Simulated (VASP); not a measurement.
# B5Pt (F-43m) in VASP: further runs

Runs on B5Pt. Level: PBE. Tasks: single point, relaxation of cell and atoms.

Program: VASP 6.6.1. These are calculated values, not measurements. Logs are shortened: lines on timing, memory, paths and dates and some standing lists are left out, and cuts for length are marked.

## (1) The cell of the first run

It takes space group F-43m (No. 216, cubic). The conventional cell has a = 5.841 Å, b = 5.841 Å, c = 5.841 Å, α = 90.00°, β = 90.00°, γ = 90.00°. Within 3.2 Å of B (site symmetry -43m) lie 12 B at 2.40 Å and 4 Pt at 2.53 Å. B (site symmetry 3m) has 6 B at 1.82 to 2.31 Å within 2.4 Å. Pt (site symmetry -43m) has 16 B at 2.45 to 2.53 Å within 3.2 Å.

## (2) Single point, PBE

The input, INCAR:

```
SYSTEM = B5Pt
PREC     = Accurate       ! precision mode
ENCUT    = 520            ! plane-wave cutoff, eV
EDIFF    = 1E-6           ! SCF threshold, eV
ISMEAR   = 0              ! smearing method
SIGMA    = 0.1            ! smearing width, eV
LREAL    = .False.        ! projectors in reciprocal space
LASPH    = .True.         ! aspherical terms in the spheres
NELM     = 60             ! most SCF steps
ALGO     = Normal         ! electronic algorithm
ISIF     = 2              ! what is computed and relaxed
LWAVE    = .False.        ! write WAVECAR
LCHARG   = .False.        ! write CHGCAR
GGA      = PE             ! functional
NBANDS   = 22             ! bands
```

The input, KPOINTS:

```
regular mesh
0
Gamma
  6 6 6
  0 0 0
```

The input, POSCAR:

```
B5Pt
1.0
    0.0000000000      2.9207475271      2.9207475271
    2.9207475271      0.0000000000      2.9207475271
    2.9207475271      2.9207475271      0.0000000000
B Pt
5 1
Direct
    0.2500000000      0.2500000000      0.2500000000
    0.1690070053      0.6103309982      0.6103309982
    0.6103309982      0.6103309982      0.6103309982
    0.6103309982      0.6103309982      0.1690070053
    0.6103309982      0.1690070053      0.6103309982
    0.0000000000      0.0000000000      0.0000000000
```

Potentials or basis: VASP PAW PBE potentials, release 64 (B, Pt).

Started as:

```console
$ cat potpaw_PBE.64/B/POTCAR potpaw_PBE.64/Pt/POTCAR > POTCAR
$ mpirun -np 1 vasp_std > vasp.out
```

OUTCAR:

```text
SYSTEM = B5Pt
   PREC = Accurate
   ENCUT = 520
   EDIFF = 1E-6
   ISMEAR = 0
   LREAL = .False.
   LASPH = .True.
   NELM = 60
   ISIF = 2
   GGA = PE

 ion  position               nearest neighbor table
   1  0.250  0.250  0.250-   6 2.53   6 2.53   6 2.53   6 2.53
   2  0.169  0.610  0.610-   3 1.82   4 1.82   5 1.82   6 2.45   6 2.45   6 2.45
   3  0.610  0.610  0.610-   2 1.82   4 1.82   5 1.82   6 2.45   6 2.45   6 2.45
   4  0.610  0.610  0.169-   2 1.82   3 1.82   5 1.82   6 2.45   6 2.45   6 2.45
   5  0.610  0.169  0.610-   2 1.82   3 1.82   4 1.82   6 2.45   6 2.45   6 2.45
   6  0.000  0.000  0.000-   4 2.45   5 2.45   2 2.45   4 2.45   2 2.45   5 2.45   3 2.45   3 2.45
                             3 2.45   2 2.45   4 2.45   5 2.45   1 2.53   1 2.53   1 2.53   1 2.53

  LATTYP: Found a face centered cubic cell.
 ALAT       =     5.8414950542

  Lattice vectors:

 A1 = (   0.0000000000,   2.9207475271,   2.9207475271)
 A2 = (   2.9207475271,   0.0000000000,   2.9207475271)
 A3 = (   2.9207475271,   2.9207475271,   0.0000000000)

Analysis of symmetry for initial positions (statically):
=====================================================================
 Subroutine PRICEL returns:
 Original cell was already a primitive cell.

 Routine SETGRP: Setting up the symmetry group for a
 face centered cubic supercell.

 Subroutine GETGRP returns: Found 24 space group operations
 (whereof 24 operations were pure point group operations)
 out of a pool of 48 trial point group operations.

The static configuration has the point symmetry T_d .

Analysis of symmetry for dynamics (positions and initial velocities):
=====================================================================
 Subroutine PRICEL returns:
 Original cell was already a primitive cell.

 Routine SETGRP: Setting up the symmetry group for a
 face centered cubic supercell.

 Subroutine GETGRP returns: Found 24 space group operations
 (whereof 24 operations were pure point group operations)
 out of a pool of 48 trial point group operations.

The dynamic configuration has the point symmetry T_d .

 Subroutine INISYM returns: Found 24 space group operations
 (whereof 24 operations are pure point group operations),
 and found     1 'primitive' translations

----------------------------------------------------------------------------------------

                                     Primitive cell

  volume of cell :      49.8324

  direct lattice vectors                    reciprocal lattice vectors
     0.000000000  2.920747527  2.920747527    -0.171189052  0.171189052  0.171189052
     2.920747527  0.000000000  2.920747527     0.171189052 -0.171189052  0.171189052
     2.920747527  2.920747527  0.000000000     0.171189052  0.171189052 -0.171189052

  length of vectors
     4.130560765  4.130560765  4.130560765     0.296508136  0.296508136  0.296508136

  position of ions in fractional coordinates (direct lattice)
     0.250000000  0.250000000  0.250000000
     0.169007005  0.610330998  0.610330998
     0.610330998  0.610330998  0.610330998
     0.610330998  0.610330998  0.169007005
     0.610330998  0.169007005  0.610330998
     0.000000000  0.000000000  0.000000000

  ion indices of the primitive-cell ions
   primitive index   ion index
                 1           1
                 2           2
                 3           3
                 4           4
                 5           5
                 6           6

----------------------------------------------------------------------------------------

 KPOINTS: regular mesh

Automatic generation of k-mesh.
 Grid dimensions read from file:
 generate k-points for:    6    6    6

 Generating k-lattice:

  Cartesian coordinates                     Fractional coordinates (reciprocal lattice)
    -0.028531509  0.028531509  0.028531509     0.166666667  0.000000000  0.000000000
     0.028531509 -0.028531509  0.028531509     0.000000000  0.166666667  0.000000000
     0.028531509  0.028531509 -0.028531509     0.000000000  0.000000000  0.166666667

  Length of vectors
     0.049418023  0.049418023  0.049418023

  Shift w.r.t. Gamma in fractional coordinates (k-lattice)
     0.000000000  0.000000000  0.000000000

 Subroutine IBZKPT returns following result:
 ===========================================

 Found     16 irreducible k-points:

 Following reciprocal coordinates:
            Coordinates               Weight
  0.000000  0.000000  0.000000      1.000000
  0.166667  0.000000  0.000000      8.000000
  0.333333  0.000000  0.000000      8.000000
  0.500000  0.000000  0.000000      4.000000
  0.166667  0.166667  0.000000      6.000000
  0.333333  0.166667  0.000000     24.000000
[... 8 lines left out ...]
 -0.333333  0.333333  0.166667     24.000000
 -0.333333  0.500000  0.166667     12.000000
   k-points           NKPTS =     16   k-points in BZ     NKDIM =     16   number of bands    NBANDS=     22
   number of dos      NEDOS =    301   number of ions     NIONS =      6
   total plane-waves  NPLWV =  32768
   dimension x,y,z NGX =    32 NGY =   32 NGZ =   32
   dimension x,y,z NGXF=    64 NGYF=   64 NGZF=   64
   ions per type =               5   1
   NGX,Y,Z   is equivalent  to a cutoff of  12.88, 12.88, 12.88 a.u.
   NGXF,Y,Z  is equivalent  to a cutoff of  25.76, 25.76, 25.76 a.u.
 SYSTEM =  B5Pt
   PREC   = accura    normal or accurate (medium, high low for compatibility)
   ISTART =      0    job   : 0-new  1-cont  2-samecut
   ICHARG =      2    charge: 1-file 2-atom 10-const
   ISPIN  =      1    spin polarized calculation?
   LNONCOLLINEAR =      F non collinear calculations
   LSORBIT =      F    spin-orbit coupling
   LASPH  =      T    aspherical Exc in radial PAW
   ENCUT  =  520.0 eV  38.22 Ry    6.18 a.u.   7.68  7.68  7.68*2*pi/ulx,y,z
   NELM   =     60;   NELMIN=  2; NELMDL= -5     # of ELM steps
   EDIFF  = 0.1E-05   stopping-criterion for ELM
   LREAL  =      F    real-space projection
   EDIFFG = 0.1E-04   stopping-criterion for IOM
   NSW    =      0    number of steps for IOM
   IBRION =     -1    ionic relax: 0-MD 1-quasi-New 2-CG
   NFREE  =      0    steps in history (QN), initial steepest desc. (CG)
   ISIF   =      2    stress and relaxation
   ISYM   =      2    0-nonsym 1-usesym 2-fastsym
   POTIM  = 0.5000    time-step for ionic-motion
   TEBEG  =    0.0;   TEEND  =   0.0 temperature during run
   PSTRESS=    0.0 pullay stress
   NELECT =      25.0000    total number of electrons
   NUPDOWN=      -1.0000    fix difference up-down
   EMIN   =  10.00;   EMAX   =-10.00  energy-range for DOS
   EFERMI =   0.00;   METHOD = LEGACY
   ISMEAR =     0;   SIGMA  =   0.10  broadening in eV -4-tet -1-fermi 0-gaus
   EFERMI_NEDOS =   21; number of points for ismear=-14 and -15
   IALGO  =     38    algorithm
   IMIX   =      4    mixing-type and parameters
     AMIX     =   0.40;   BMIX     =  1.00
     AMIX_MAG =   1.60;   BMIX_MAG =  1.00
  volume/ion in A,a.u.               =       8.31        56.05
  Fermi-wavevector in a.u.,A,eV,Ry     =   1.300821  2.458195 23.022892  1.692135
  Thomas-Fermi vector in A             =   2.431995
   LORBIT       =      0    0 simple, 1 ext, 2 COOP (PROOUT), +10 PAW based schemes
   GGA     = PE    functional components
   LHFCALC =     F    Hartree Fock is set to
   AEXX    =    0.0000 exact exchange contribution
   IVDW    =     0    specifies the selected vdW correction
   LEPSILON=     F    determine dielectric tensor
   LRPA    =     F    only Hartree local field effects (RPA)
 non-spin polarized calculation
 Gauss-broadening in eV      SIGMA  =   0.10
  energy-cutoff  :      520.00
  volume of cell :       49.83
 maximum number of plane-waves:      1363
   NGX = 15   NGY = 15   NGZ = 15

 number of electron      25.0000000 magnetization

 Free energy of the ion-electron system (eV)
  ---------------------------------------------------
  ext. energy  EPLUGINS =         0.00000000
  ---------------------------------------------------
  free energy    TOTEN  =       -30.81517433 eV

  energy without entropy =      -30.79587642  energy(sigma->0) =      -30.80552538

 E-fermi :  10.2037     XC(G=0): -12.6636

 val. band max:       10.1916241160   @ k =  -0.3333   0.3333   0.1667
 cond. band min:      10.2719699645   @ k =   0.3333   0.3333   0.0000
 fundamental gap:      0.0803458485
 Fermi energy:        10.2037034801

 k-point     1 :       0.0000    0.0000    0.0000
  band No.  band energies     occupation
      1      -6.5086      2.00000
      2       1.1350      2.00000
      3       1.9675      2.00000
      4       1.9675      2.00000
      5       1.9675      2.00000
      6       3.0812      2.00000
[... 14 lines left out ...]
     21      19.1677      0.00000
     22      19.1677      0.00000

 k-point     2 :       0.1667    0.0000    0.0000
  band No.  band energies     occupation
      1      -6.2066      2.00000
      2       0.2448      2.00000
      3       1.5588      2.00000
      4       1.8638      2.00000
      5       1.8638      2.00000
      6       3.0049      2.00000
[... 14 lines left out ...]
     21      18.1342      0.00000
     22      18.1342      0.00000

 k-point     3 :       0.3333    0.0000    0.0000
  band No.  band energies     occupation
      1      -5.3610      2.00000
      2      -1.6456      2.00000
      3       1.4830      2.00000
      4       1.4830      2.00000
      5       1.5482      2.00000
      6       3.5681      2.00000
[... 14 lines left out ...]
     21      16.6541      0.00000
     22      16.6541      0.00000
[... 276 lines left out ...]
 k-point    15 :      -0.3333    0.3333    0.1667
  band No.  band energies     occupation
      1      -4.2510      2.00000
      2      -1.9276      2.00000
      3      -0.7650      2.00000
      4       0.5703      2.00000
      5       2.8030      2.00000
      6       3.8796      2.00000
[... 14 lines left out ...]
     21      16.5986      0.00000
     22      17.0770      0.00000

 k-point    16 :      -0.3333    0.5000    0.1667
  band No.  band energies     occupation
      1      -4.1888      2.00000
      2      -1.4907      2.00000
      3      -0.6919      2.00000
      4      -0.0846      2.00000
      5       2.7776      2.00000
      6       3.4690      2.00000
[... 14 lines left out ...]
     21      17.2711      0.00000
     22      17.4854      0.00000

------------------------ aborting loop because EDIFF is reached ----------------------------------------

  FORCE on cell =-STRESS in cart. coord.  units (eV):
  Direction    XX          YY          ZZ          XY          YZ          ZX
  --------------------------------------------------------------------------------------
  -------------------------------------------------------------------------------------
  Total       -0.0374254     -0.0374254     -0.0374254      0.0000000      0.0000000      0.0000000
  in kB       -1.2032764     -1.2032764     -1.2032764      0.0000000      0.0000000      0.0000000
  external PRESSURE =      -1.2032764 kB  Pullay stress =       0.0000000 kB

 VOLUME and BASIS-vectors are now :
 -----------------------------------------------------------------------------
  energy-cutoff  :      520.00
  volume of cell :       49.83
      direct lattice vectors                 reciprocal lattice vectors
     0.000000000  2.920747527  2.920747527    -0.171189052  0.171189052  0.171189052
     2.920747527  0.000000000  2.920747527     0.171189052 -0.171189052  0.171189052
     2.920747527  2.920747527  0.000000000     0.171189052  0.171189052 -0.171189052

 POSITION                                       TOTAL-FORCE (eV/Angst)
 -----------------------------------------------------------------------------------
      1.46037      1.46037      1.46037         0.000000     -0.000000     -0.000000
      3.56525      2.27625      2.27625         0.000711     -0.000711     -0.000711
      3.56525      3.56525      3.56525         0.000711      0.000711      0.000711
      2.27625      2.27625      3.56525        -0.000711     -0.000711      0.000711
      2.27625      3.56525      2.27625        -0.000711      0.000711     -0.000711
      0.00000      0.00000      0.00000         0.000000      0.000000     -0.000000
 -----------------------------------------------------------------------------------
    total drift:                               -0.000000     -0.000000     -0.000000

  FREE ENERGIE OF THE ION-ELECTRON SYSTEM (eV)
  ---------------------------------------------------
  free  energy   TOTEN  =       -30.8151743332 eV

  energy  without entropy=      -30.7958764202  energy(sigma->0) =      -30.80552538
```

It took 16 s on 1 thread of Intel Xeon Platinum 8259CL at 2.50GHz (Skylake/Cascade Lake), shared host; peak memory 0.18 GiB.

What came out:

* Free energy: -30.8152 eV
* Pressure: -0.1 GPa

Caveat: spin-orbit coupling is left out, which moves the levels of the heavy elements.

## (3) Single point, PBE

This run uses another cell than the first one, of 9.52 Å³/atom, 1.147 times its volume.

The input, INCAR:

```
SYSTEM = B5Pt
PREC = Accurate
ENCUT = 520
EDIFF = 1E-6
ISMEAR = 0
SIGMA = 0.1
LREAL = .False.
LASPH = .True.
NELM = 80
ALGO = Normal
ISIF = 2
LWAVE = .False.
LCHARG = .False.
GGA = PE
NBANDS = 22
```

KPOINTS is that of step 2.

The input, POSCAR:

```
B5Pt
1.0
    0.0000000000      3.0570335700      3.0570335700
    3.0570335700      0.0000000000      3.0570335700
    3.0570335700      3.0570335700      0.0000000000
B Pt
5 1
Direct
    0.2500000000      0.2500000000      0.2500000000
    0.1261565700      0.6246144800      0.6246144800
    0.6246144800      0.6246144800      0.6246144800
    0.6246144800      0.6246144800      0.1261565700
    0.6246144800      0.1261565700      0.6246144800
    0.0000000000      0.0000000000      0.0000000000
```

Potentials or basis: VASP PAW PBE potentials, release 64 (B, Pt).

Started as:

```console
$ cat potpaw_PBE.64/B/POTCAR potpaw_PBE.64/Pt/POTCAR > POTCAR
$ mpirun -np 1 vasp_std > vasp.out
```

It took 16 s on 1 thread of Intel Xeon Platinum 8259CL at 2.50GHz (Skylake/Cascade Lake), shared host; peak memory 0.17 GiB.

The run converged. Its results:

```
Free energy   : -29.7544 eV
Pressure      : -21.3 GPa
Largest force : 0.706 eV/Å
```

Forces on the atoms (eV/Å):
```
B    0.000  0.000  0.000
B   -0.408  0.408  0.408
B   -0.408 -0.408 -0.408
B    0.408  0.408 -0.408
B    0.408 -0.408  0.408
Pt   0.000  0.000  0.000
```

Levels at points of the mesh, in eV from the Fermi level:
```tsv
k point	band 10	band 11	band 12	band 13	band 14	band 15	band 16	band 17
(0.00, 0.00, 0.00)	-3.85	-3.79	-0.09	-0.09	-0.09	0.84	0.84	0.84
(0.50, 0.00, 0.00)	-4.45	-0.91	-0.79	-0.79	0.74	2.06	2.06	2.81
(0.50, 0.50, 0.00)	-3.71	-2.08	0.53	1.18	1.79	1.79	2.99	2.99
```

Caveat: spin-orbit coupling is left out, which moves the levels of the heavy elements.

(Continued in part 2 of 2.)
